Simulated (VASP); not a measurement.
Input of a VASP 6.6.1 run:

Contents of INCAR:

```
PREC = Accurate ; ENCUT = 520
EDIFF = 1E-7 ; ISMEAR = 0
SIGMA = 0.1 ; LREAL = False
LASPH = True ; NELM = 60
ALGO = Normal ; ISIF = 2
LWAVE = False ; LCHARG = False
LDIPOL = True ; IDIPOL = 3
DIPOL = 0.5 0.5 0.500 ; GGA = PE
NBANDS = 17
```

Contents of KPOINTS:

```
Automatic mesh
0
Gamma
  4 4 1
```

Contents of POSCAR:

```
CaPt
1.0
    4.1432940000      0.0000000000      0.0000000000
   -0.2962930000      4.1326870000      0.0000000000
    0.0000000000      0.0000000000     14.0000000000
Ca Pt
1 1
Direct
    0.0000000000      0.0000000000      0.5000000000
    0.5000000000      0.5000000000      0.5000000000
```

Potentials or basis: VASP PAW PBE potentials, release 64 (Ca_sv, Pt).

Launch:

```console
$ cat potpaw_PBE.64/Ca_sv/POTCAR potpaw_PBE.64/Pt/POTCAR > POTCAR
$ mpirun -np 1 vasp_std > vasp.out
```

Question: Estimate the band gap on the k mesh.

Answer: 0.61 eV (least direct gap 0.71 eV).

Caveat: spin-orbit coupling is left out, which moves the levels of the heavy elements.
